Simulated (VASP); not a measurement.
Write the native input for VASP 6.6.1 that does the following.

| Quantity | Value |
| --- | --- |
| Task | single point |
| Functional | PBE |
| Dispersion | D3(BJ) |
| Potentials or basis | VASP PAW PBE potentials, release 64 (Tl_d) |
| Cutoff | 520 eV |
| k mesh | 18 × 18 × 18 |
| Occupations | gaussian, width 0.15 eV |
| Spin | no spin polarisation |
| Dipole correction | no |
| Further INCAR settings | ALGO = Fast; EDIFF = 1e-07; NBANDS = 12 |

The structure of Tl lies in POSCAR:

```
Tl
1.0
   -1.9410000000      1.9410000000      2.0380500000
    1.9410000000     -1.9410000000      2.0380500000
    1.9410000000      1.9410000000     -2.0380500000
Tl
1
Direct
    0.0000000000      0.0000000000      0.0000000000
```

This cell differs from its parent crystal: strain +0.000 along x and y, +0.050 along z.

These files were run (other wordings do the same):

INCAR

```
PREC = Accurate
ENCUT = 520
EDIFF = 1E-7
ISMEAR = 0
SIGMA = 0.15
LREAL = False
LASPH = True
NELM = 100
ALGO = Fast
ISIF = 2
LWAVE = False
LCHARG = False
GGA = PE
IVDW = 12
NBANDS = 12
```

KPOINTS

```
Automatic mesh
0
Gamma
  18 18 18
```

Potentials or basis: VASP PAW PBE potentials, release 64 (Tl_d).

Launch:

```bash
$ cat potpaw_PBE.64/Tl_d/POTCAR > POTCAR
$ mpirun -np 1 vasp_std > vasp.out
```

It gave:

| Property | Result |
| --- | --- |
| Pressure | -1.2 GPa |
| Band gap on the k mesh | zero (an odd number of electrons rules out a gap without spin polarisation) |
| Dispersion energy per atom | -0.318 eV |

Caveat: the cell differs from its parent crystal (strain +0.000 along x and y, +0.050 along z); spin-orbit coupling is left out, which moves the levels of the heavy elements.

Wall time 63 s on 1 thread of Intel(R) Xeon(R) 6975P-C (Granite Rapids), with other jobs on the host, peak memory 0.29 GiB.
